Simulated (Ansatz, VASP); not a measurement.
**SnSe: VASP beside Ansatz**

```
Sn Se
1.0
     4.26824    0.00000    0.00000
     0.00000    4.50222    0.00000
     0.00000    0.00000   32.07916
Sn Se
2 2
Direct
  0.75000 0.59723 0.45546
  0.25000 0.09723 0.54454
  0.25000 0.02183 0.46024
  0.75000 0.52183 0.53976
```

Alike in both runs: functional PBE; dispersion D3(BJ); k mesh 8 × 6 × 1; occupations gaussian, width 0.02 eV; no spin polarisation.

Ansatz relaxed the structure, and its values are those at the end. VASP's run is a single point on that final structure, the one shown.

|  | VASP | Ansatz |
| --- | --- | --- |
| version | VASP 6.6.1 | Ansatz 0.2.0 |
| potentials or method | VASP PAW PBE potentials, release 64 (Sn_d, Se), cutoff 520 eV | scalar-relativistic, plane waves, PAW |
| valence electrons in the cell | 40 | 60 |

VASP gave:

| Quantity | Value |
| --- | --- |
| gap on the k mesh at the Fermi level (eV) | 1.38 |
| least direct gap on the mesh (eV) | 1.55 |
| rms of the force components (eV/Å) | 0.009 |

Problem. Which values does Ansatz return?

Solution. gap on the k mesh at the Fermi level (eV): 1.39; least direct gap on the mesh (eV): 1.56; rms of the force components (eV/Å): 0.001.

VASP's potentials hold 40 valence electrons a cell and Ansatz's 60, so a difference there can come from the potentials and not from the codes.
